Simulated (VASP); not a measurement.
# PbS in VASP: further runs

PbS is run at these levels: LDA; tasks: electric field gradients.

Program: VASP 6.6.1. These are calculated values, not measurements. Logs are shortened: lines on timing, memory, paths and dates and some standing lists are left out, and cuts for length are marked.

### 1 The cell of the first run

Symmetry: Fm-3m, No. 225, cubic system. Conventional cell: a = 6.046 Å, b = 6.046 Å, c = 6.046 Å, α = 90.00°, β = 90.00°, γ = 90.00°. Within 4.0 Å of Pb (site symmetry m-3m) lie 6 S at 3.02 Å. Within 4.0 Å of S (site symmetry m-3m) lie 6 Pb at 3.02 Å.

### 2 Electric field gradients, LDA (volume scaled by 1.06)

File INCAR:

```
  ALGO = Normal
  EDIFF = 1E-8
  ENCUT = 520
  GGA = CA
  ISIF = 2
  ISMEAR = -1
  LASPH = True
  LCHARG = False
  LEFG = True
  LREAL = False
  LWAVE = False
  NBANDS = 17
  NELM = 80
  PREC = Accurate
  SIGMA = 0.01
```

File KPOINTS:

```
k-points
0
Gamma
  8 8 8
```

File POSCAR:

```
PbS
1.0
    0.0000000000      3.0231520185      3.0231520185
    3.0231520185      0.0000000000      3.0231520185
    3.0231520185      3.0231520185      0.0000000000
Pb S
1 1
Direct
    0.0000000000      0.0000000000      0.0000000000
    0.5000000000      0.5000000000      0.5000000000
```

Potentials or basis: VASP PAW LDA potentials, release 64 (Pb_d, S).

Started as:

```console
$ cat potpaw_LDA.64/Pb_d/POTCAR potpaw_LDA.64/S/POTCAR > POTCAR
$ mpirun -np 1 vasp_std > vasp.out
```

OUTCAR:

```text
EDIFF = 1E-8
   ENCUT = 520
   GGA = CA
   ISIF = 2
   ISMEAR = -1
   LASPH = True
   LREAL = False
   NELM = 80
   PREC = Accurate

 ion  position               nearest neighbor table
   1  0.000  0.000  0.000-   2 3.02   2 3.02   2 3.02   2 3.02   2 3.02   2 3.02
   2  0.500  0.500  0.500-   1 3.02   1 3.02   1 3.02   1 3.02   1 3.02   1 3.02

  LATTYP: Found a face centered cubic cell.
 ALAT       =     6.0463040370

  Lattice vectors:

 A1 = (   0.0000000000,   3.0231520185,   3.0231520185)
 A2 = (   3.0231520185,   0.0000000000,   3.0231520185)
 A3 = (   3.0231520185,   3.0231520185,   0.0000000000)

Analysis of symmetry for initial positions (statically):
=====================================================================
 Subroutine PRICEL returns:
 Original cell was already a primitive cell.

 Routine SETGRP: Setting up the symmetry group for a
 face centered cubic supercell.

 Subroutine GETGRP returns: Found 48 space group operations
 (whereof 48 operations were pure point group operations)
 out of a pool of 48 trial point group operations.

The static configuration has the point symmetry O_h .

Analysis of symmetry for dynamics (positions and initial velocities):
=====================================================================
 Subroutine PRICEL returns:
 Original cell was already a primitive cell.

 Routine SETGRP: Setting up the symmetry group for a
 face centered cubic supercell.

 Subroutine GETGRP returns: Found 48 space group operations
 (whereof 48 operations were pure point group operations)
 out of a pool of 48 trial point group operations.

The dynamic configuration has the point symmetry O_h .

 Subroutine INISYM returns: Found 48 space group operations
 (whereof 48 operations are pure point group operations),
 and found     1 'primitive' translations

----------------------------------------------------------------------------------------

                                     Primitive cell

  volume of cell :      55.2599

  direct lattice vectors                    reciprocal lattice vectors
     0.000000000  3.023152018  3.023152018    -0.165390294  0.165390294  0.165390294
     3.023152018  0.000000000  3.023152018     0.165390294 -0.165390294  0.165390294
     3.023152018  3.023152018  0.000000000     0.165390294  0.165390294 -0.165390294

  length of vectors
     4.275382586  4.275382586  4.275382586     0.286464392  0.286464392  0.286464392

  position of ions in fractional coordinates (direct lattice)
     0.000000000  0.000000000  0.000000000
     0.500000000  0.500000000  0.500000000

  ion indices of the primitive-cell ions
   primitive index   ion index
                 1           1
                 2           2

----------------------------------------------------------------------------------------

 KPOINTS: k-points

Automatic generation of k-mesh.
 Grid dimensions read from file:
 generate k-points for:    8    8    8

 Generating k-lattice:

  Cartesian coordinates                     Fractional coordinates (reciprocal lattice)
    -0.020673787  0.020673787  0.020673787     0.125000000  0.000000000  0.000000000
     0.020673787 -0.020673787  0.020673787     0.000000000  0.125000000  0.000000000
     0.020673787  0.020673787 -0.020673787     0.000000000  0.000000000  0.125000000

  Length of vectors
     0.035808049  0.035808049  0.035808049

  Shift w.r.t. Gamma in fractional coordinates (k-lattice)
     0.000000000  0.000000000  0.000000000

 Subroutine IBZKPT returns following result:
 ===========================================

 Found     29 irreducible k-points:

 Following reciprocal coordinates:
            Coordinates               Weight
  0.000000  0.000000  0.000000      1.000000
  0.125000  0.000000  0.000000      8.000000
  0.250000  0.000000  0.000000      8.000000
  0.375000  0.000000  0.000000      8.000000
  0.500000  0.000000  0.000000      4.000000
  0.125000  0.125000  0.000000      6.000000
[... 16 lines left out ...]
  0.500000  0.250000  0.125000     48.000000
 -0.375000  0.250000  0.125000     24.000000
 [... further k-points ...]
   k-points           NKPTS =     29   k-points in BZ     NKDIM =     29   number of bands    NBANDS=     17
   number of dos      NEDOS =    301   number of ions     NIONS =      2
   total plane-waves  NPLWV =  32768
   dimension x,y,z NGX =    32 NGY =   32 NGZ =   32
   dimension x,y,z NGXF=    64 NGYF=   64 NGZF=   64
   ions per type =               1   1
   NGX,Y,Z   is equivalent  to a cutoff of  12.44, 12.44, 12.44 a.u.
   NGXF,Y,Z  is equivalent  to a cutoff of  24.89, 24.89, 24.89 a.u.
 SYSTEM =  unknown system
   PREC   = accura    normal or accurate (medium, high low for compatibility)
   ISTART =      0    job   : 0-new  1-cont  2-samecut
   ICHARG =      2    charge: 1-file 2-atom 10-const
   ISPIN  =      1    spin polarized calculation?
   LNONCOLLINEAR =      F non collinear calculations
   LSORBIT =      F    spin-orbit coupling
   LASPH  =      T    aspherical Exc in radial PAW
   ENCUT  =  520.0 eV  38.22 Ry    6.18 a.u.   7.95  7.95  7.95*2*pi/ulx,y,z
   NELM   =     80;   NELMIN=  2; NELMDL= -5     # of ELM steps
   EDIFF  = 0.1E-07   stopping-criterion for ELM
   LREAL  =      F    real-space projection
   EDIFFG = 0.1E-06   stopping-criterion for IOM
   NSW    =      0    number of steps for IOM
   IBRION =     -1    ionic relax: 0-MD 1-quasi-New 2-CG
   NFREE  =      0    steps in history (QN), initial steepest desc. (CG)
   ISIF   =      2    stress and relaxation
   ISYM   =      2    0-nonsym 1-usesym 2-fastsym
   POTIM  = 0.5000    time-step for ionic-motion
   TEBEG  =    0.0;   TEEND  =   0.0 temperature during run
   PSTRESS=    0.0 pullay stress
   NELECT =      20.0000    total number of electrons
   NUPDOWN=      -1.0000    fix difference up-down
   EMIN   =  10.00;   EMAX   =-10.00  energy-range for DOS
   EFERMI =   0.00;   METHOD = LEGACY
   ISMEAR =    -1;   SIGMA  =   0.01  broadening in eV -4-tet -1-fermi 0-gaus
   EFERMI_NEDOS =   21; number of points for ismear=-14 and -15
   IALGO  =     38    algorithm
   IMIX   =      4    mixing-type and parameters
     AMIX     =   0.40;   BMIX     =  1.00
     AMIX_MAG =   1.60;   BMIX_MAG =  1.00
  volume/ion in A,a.u.               =      27.63       186.46
  Fermi-wavevector in a.u.,A,eV,Ry     =   1.166670  2.204687 18.519159  1.361120
  Thomas-Fermi vector in A             =   2.303181
   LORBIT       =      0    0 simple, 1 ext, 2 COOP (PROOUT), +10 PAW based schemes
   GGA     = CA    functional components
   LHFCALC =     F    Hartree Fock is set to
   AEXX    =    0.0000 exact exchange contribution
   IVDW    =     0    specifies the selected vdW correction
   LEPSILON=     F    determine dielectric tensor
   LRPA    =     F    only Hartree local field effects (RPA)
 non-spin polarized calculation
  energy-cutoff  :      520.00
  volume of cell :       55.26
 maximum number of plane-waves:      1524
   NGX = 15   NGY = 15   NGZ = 15

 number of electron      20.0000006 magnetization

 Free energy of the ion-electron system (eV)
  ---------------------------------------------------
  ext. energy  EPLUGINS =         0.00000000
  ---------------------------------------------------
  free energy    TOTEN  =        -9.90687884 eV

  energy without entropy =       -9.90687884  energy(sigma->0) =       -9.90687884

 E-fermi :   5.0064     XC(G=0):  -9.7693

 val. band max:        4.8032860930   @ k =   0.5000   0.0000   0.0000
 cond. band min:       5.1996453379   @ k =   0.5000   0.0000   0.0000
 fundamental gap:      0.3963592450
 Fermi energy:         5.0064077628

 k-point     1 :       0.0000    0.0000    0.0000
  band No.  band energies     occupation
      1     -11.8315      2.00000
      2     -11.8315      2.00000
      3     -11.8315      2.00000
      4     -11.8208      2.00000
      5     -11.8208      2.00000
      6      -8.2137      2.00000
[... 9 lines left out ...]
     16      11.6333      0.00000
     17      13.4437      0.00000

 k-point     2 :       0.1250    0.0000    0.0000
  band No.  band energies     occupation
      1     -11.8308      2.00000
      2     -11.8295      2.00000
      3     -11.8295      2.00000
      4     -11.8208      2.00000
      5     -11.8208      2.00000
      6      -8.0894      2.00000
[... 9 lines left out ...]
     16      11.9800      0.00000
     17      14.5138      0.00000
[... 421 lines left out ...]
 k-point    24 :      -0.3750    0.2500    0.1250
  band No.  band energies     occupation
      1     -11.8722      2.00000
      2     -11.8332      2.00000
      3     -11.8181      2.00000
      4     -11.8072      2.00000
      5     -11.7905      2.00000
      6      -6.8757      2.00000
[... 9 lines left out ...]
     16      15.7300      0.00000
     17      15.8247      0.00000

 [... further k-points ...]

------------------------ aborting loop because EDIFF is reached ----------------------------------------

  FORCE on cell =-STRESS in cart. coord.  units (eV):
  Direction    XX          YY          ZZ          XY          YZ          ZX
  --------------------------------------------------------------------------------------
  -------------------------------------------------------------------------------------
  Total       -1.8130375     -1.8130375     -1.8130375      0.0000000      0.0000000     -0.0000000
  in kB      -52.5662998    -52.5662998    -52.5662998      0.0000000      0.0000000     -0.0000000
  external PRESSURE =     -52.5662998 kB  Pullay stress =       0.0000000 kB

 VOLUME and BASIS-vectors are now :
 -----------------------------------------------------------------------------
  energy-cutoff  :      520.00
  volume of cell :       55.26
      direct lattice vectors                 reciprocal lattice vectors
     0.000000000  3.023152018  3.023152018    -0.165390294  0.165390294  0.165390294
     3.023152018  0.000000000  3.023152018     0.165390294 -0.165390294  0.165390294
     3.023152018  3.023152018  0.000000000     0.165390294  0.165390294 -0.165390294

 POSITION                                       TOTAL-FORCE (eV/Angst)
 -----------------------------------------------------------------------------------
      0.00000      0.00000      0.00000         0.000000     -0.000000     -0.000000
      3.02315      3.02315      3.02315         0.000000      0.000000      0.000000
 -----------------------------------------------------------------------------------
    total drift:                                0.000000     -0.000000     -0.000000

  FREE ENERGIE OF THE ION-ELECTRON SYSTEM (eV)
  ---------------------------------------------------
  free  energy   TOTEN  =        -9.9068788381 eV

  energy  without entropy=       -9.9068788381  energy(sigma->0) =       -9.90687884

 Electric field gradients (V/A^2)
---------------------------------------------------------------------
 ion       V_xx      V_yy      V_zz      V_xy      V_xz      V_yz
---------------------------------------------------------------------
   1       0.000     0.000    -0.000    -0.001    -0.001    -0.001
   2       0.000     0.000    -0.000    -0.000    -0.000    -0.000
---------------------------------------------------------------------

 Electric field gradients after diagonalization (V/A^2)
 (convention: |V_zz| > |V_xx| > |V_yy|)
----------------------------------------------------------------------
 ion       V_xx      V_yy      V_zz     asymmetry (V_yy - V_xx)/ V_zz
----------------------------------------------------------------------
   1       0.001     0.001    -0.001       0.000
   2       0.000     0.000    -0.001       0.000
----------------------------------------------------------------------

           NMR quadrupolar parameters

 Cq : quadrupolar parameter    Cq=e*Q*V_zz/h
 eta: asymmetry parameters     (V_yy - V_xx)/ V_zz
 Q  : nuclear electric quadrupole moment in mb (millibarn)
----------------------------------------------------------------------
 ion       Cq(MHz)       eta       Q (mb)
----------------------------------------------------------------------
   1      -0.000       0.000       1.000
   2      -0.000       0.000       1.000
----------------------------------------------------------------------
```

It took 19 s on 1 thread of Intel Xeon 8259CL, shared host; peak memory 0.17 GiB.

What came out:

- Free energy: -9.9069 eV
- Pressure: -5.3 GPa
- Band gap on the k mesh: 0.40 eV, direct

Caveat: without QUAD_EFG the Cq values of the log hold for a quadrupole moment of 1 mb, not for the nuclei; spin-orbit coupling is left out, which moves the levels of the heavy elements. A k mesh can miss the band edges.

### 3 Electric field gradients, LDA (zz strain of -1 %)

File INCAR:

```
SYSTEM = PbS
PREC = Accurate
ENCUT = 520
EDIFF = 1E-8
ISMEAR = -1
SIGMA = 0.01
LREAL = .False.
LASPH = .True.
NELM = 80
ALGO = Normal
ISIF = 2
LWAVE = .False.
LCHARG = .False.
LEFG = .True.
NBANDS = 17
```

File KPOINTS:

```
Automatic mesh
0
Gamma
  8 8 8
  0 0 0
```

File POSCAR:

```
PbS
1.0
    0.0000000000      2.9650000000      2.9353500000
    2.9650000000      0.0000000000      2.9353500000
    2.9650000000      2.9650000000      0.0000000000
Pb S
1 1
Direct
    0.0000000000      0.0000000000      0.0000000000
    0.5000000000      0.5000000000      0.5000000000
```

Potentials or basis: VASP PAW LDA potentials, release 64 (Pb_d, S).

Started as:

```console
$ cat potpaw_LDA.64/Pb_d/POTCAR potpaw_LDA.64/S/POTCAR > POTCAR
$ mpirun -np 1 vasp_std > vasp.out
```

OUTCAR:

```text
SYSTEM = PbS
   PREC = Accurate
   ENCUT = 520
   EDIFF = 1E-8
   ISMEAR = -1
   LREAL = .False.
   LASPH = .True.
   NELM = 80
   ISIF = 2

 ion  position               nearest neighbor table
   1  0.000  0.000  0.000-   2 2.94   2 2.94   2 2.96   2 2.96   2 2.96   2 2.96
   2  0.500  0.500  0.500-   1 2.94   1 2.94   1 2.96   1 2.96   1 2.96   1 2.96

  LATTYP: Found a body centered tetragonal cell.
 ALAT       =     4.1931432124
 C/A-ratio  =     1.4000714267

  Lattice vectors:

 A1 = (   0.0000000000,  -2.9650000000,  -2.9353500000)
 A2 = (   0.0000000000,   2.9650000000,  -2.9353500000)
 A3 = (   2.9650000000,   0.0000000000,   2.9353500000)

Analysis of symmetry for initial positions (statically):
=====================================================================
 Subroutine PRICEL returns:
 Original cell was already a primitive cell.

 Routine SETGRP: Setting up the symmetry group for a
 body centered tetragonal supercell.

 Subroutine GETGRP returns: Found 16 space group operations
 (whereof 16 operations were pure point group operations)
 out of a pool of 16 trial point group operations.

The static configuration has the point symmetry D_4h.

Analysis of symmetry for dynamics (positions and initial velocities):
=====================================================================
 Subroutine PRICEL returns:
 Original cell was already a primitive cell.

 Routine SETGRP: Setting up the symmetry group for a
 body centered tetragonal supercell.

 Subroutine GETGRP returns: Found 16 space group operations
 (whereof 16 operations were pure point group operations)
 out of a pool of 16 trial point group operations.
[... 158 lines left out ...]
      2     -11.0534      2.00000
      3     -11.0534      2.00000
      4     -11.0483      2.00000
      5     -11.0425      2.00000
      6      -7.9293      2.00000
[... 457 lines left out ...]
      4     -11.0232      2.00000
      5     -11.0083      2.00000
      6      -6.9530      2.00000
[... 9 lines left out ...]
     16      15.4038      0.00000
     17      17.3912      0.00000

 [... further k-points ...]

------------------------ aborting loop because EDIFF is reached ----------------------------------------

  FORCE on cell =-STRESS in cart. coord.  units (eV):
  Direction    XX          YY          ZZ          XY          YZ          ZX
  --------------------------------------------------------------------------------------
  -------------------------------------------------------------------------------------
  Total       -0.7583467     -0.7583467     -0.3404217      0.0000000     -0.0000000     -0.0000000
  in kB      -23.5417694    -23.5417694    -10.5678974      0.0000000     -0.0000000     -0.0000000
  external PRESSURE =     -19.2171454 kB  Pullay stress =       0.0000000 kB

 VOLUME and BASIS-vectors are now :
 -----------------------------------------------------------------------------
  energy-cutoff  :      520.00
  volume of cell :       51.61
      direct lattice vectors                 reciprocal lattice vectors
     0.000000000  2.965000000  2.935350000    -0.168634064  0.168634064  0.170337438
     2.965000000  0.000000000  2.935350000     0.168634064 -0.168634064  0.170337438
     2.965000000  2.965000000  0.000000000     0.168634064  0.168634064 -0.170337438

 POSITION                                       TOTAL-FORCE (eV/Angst)
 -----------------------------------------------------------------------------------
      0.00000      0.00000      0.00000         0.000000     -0.000000      0.000000
      2.96500      2.96500      2.93535        -0.000000      0.000000      0.000000
 -----------------------------------------------------------------------------------
    total drift:                                0.000000     -0.000000     -0.000000

  FREE ENERGIE OF THE ION-ELECTRON SYSTEM (eV)
  ---------------------------------------------------
  free  energy   TOTEN  =        -9.9883513955 eV

  energy  without entropy=       -9.9883506111  energy(sigma->0) =       -9.98835100

 Electric field gradients (V/A^2)
---------------------------------------------------------------------
 ion       V_xx      V_yy      V_zz      V_xy      V_xz      V_yz
---------------------------------------------------------------------
   1      15.252    15.252   -30.503    -0.001    -0.001    -0.001
   2       0.721     0.721    -1.441    -0.000    -0.000    -0.000
---------------------------------------------------------------------

 Electric field gradients after diagonalization (V/A^2)
 (convention: |V_zz| > |V_xx| > |V_yy|)
----------------------------------------------------------------------
 ion       V_xx      V_yy      V_zz     asymmetry (V_yy - V_xx)/ V_zz
----------------------------------------------------------------------
   1      15.253    15.251   -30.503       0.000
   2       0.721     0.720    -1.441       0.000
----------------------------------------------------------------------

           NMR quadrupolar parameters

 Cq : quadrupolar parameter    Cq=e*Q*V_zz/h
 eta: asymmetry parameters     (V_yy - V_xx)/ V_zz
 Q  : nuclear electric quadrupole moment in mb (millibarn)
----------------------------------------------------------------------
 ion       Cq(MHz)       eta       Q (mb)
----------------------------------------------------------------------
   1      -0.074       0.000       1.000
   2      -0.003       0.000       1.000
----------------------------------------------------------------------
```

It took 69 s on 1 thread of Intel Xeon 8259CL, shared host; peak memory 0.18 GiB.

What came out:

```
Free energy            : -9.9884 eV
Pressure               : -1.9 GPa
Band gap on the k mesh : 0.16 eV, direct
```

Electric field gradients, principal values (V/Å²):
| atom | least | middle | greatest (by size) |
| --- | --- | --- | --- |
| 1 Pb | 15.251 | 15.253 | -30.503 |
| 2 S | 0.720 | 0.721 | -1.441 |

Caveat: the cell differs from its parent crystal (zz strain of -1 %); without QUAD_EFG the Cq values of the log hold for a quadrupole moment of 1 mb, not for the nuclei; spin-orbit coupling is left out, which moves the levels of the heavy elements. A k mesh can miss the band edges.

[end of part 1 of 2]
